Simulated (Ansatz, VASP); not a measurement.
# Ru: VASP beside Ansatz

```
CELL_PARAMETERS angstrom
2.67431 0.00000 0.00000
-1.33715 2.31602 0.00000
0.00000 0.00000 4.22605
ATOMIC_POSITIONS crystal
Ru 0.33333 0.66667 0.25000
Ru 0.66667 0.33333 0.75000
```

Alike in both runs: functional LDA; k mesh 15 × 15 × 8; occupations gaussian, width 0.1 eV; no spin polarisation.

Ansatz relaxed the structure, and its values are those at the end. VASP's run is a single point on that final structure, the one shown.

|  | VASP | Ansatz |
| --- | --- | --- |
| version | VASP 6.6.1 | Ansatz 0.2.0 |
| potentials or method | VASP PAW LDA potentials, release 64 (Ru_pv), cutoff 520 eV | scalar-relativistic, plane waves, PAW |
| valence electrons in the cell | 28 | 32 |

```csv
,VASP,Ansatz,Ansatz less VASP
gap on the k mesh at the Fermi level (eV),none,none,-
pressure (GPa),0.9,0.0,-0.92
```

Ansatz warns that its potentials were made for another functional, while VASP's fit it. LDA's correlation is that of Perdew and Zunger in VASP and of Perdew and Wang (1992) in Ansatz. A gap of «none» marks a metal or a gap that the smearing closes. VASP's potentials hold 28 valence electrons a cell and Ansatz's 32, so a difference there can come from the potentials and not from the codes.
